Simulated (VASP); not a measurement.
# C: single point with PBE

Crystal: C.

```
CELL_PARAMETERS angstrom
0.00000 1.54221 1.54221
1.54221 0.00000 1.54221
1.54221 1.54221 0.00000
ATOMIC_POSITIONS crystal
C 0.00000 0.00000 0.00000
```

```json
{
 "Program": "VASP 6.6.1",
 "Task": "single point",
 "Functional": "PBE",
 "Potentials or basis": "VASP PAW PBE potentials, release 64 (C)",
 "Cutoff": "520 eV",
 "k mesh": "23 × 23 × 23",
 "Occupations": "fermi-dirac, width 0.1 eV",
 "Spin": "no spin polarisation",
 "Dipole correction": "no",
 "Further INCAR settings": "ALGO = Normal; EDIFF = 1e-07; NBANDS = 8"
}
```

The pressure is 0.1 GPa and the band gap on the k mesh is zero (band 2 reaches 15.49 eV, above the bottom of band 3 at 4.43 eV).

Levels at points of the mesh, in eV from the Fermi level:
```
           k point  band 1  band 2  band 3  band 4  band 5  band 6
(0.00, 0.00, 0.00)  -18.72    7.91    7.91    7.91   29.93   29.93
```

It took 5.6 s on 1 thread of Intel(R) Xeon(R) Platinum 8488C (Sapphire Rapids), with other jobs on the host, peak memory 0.11 GiB.
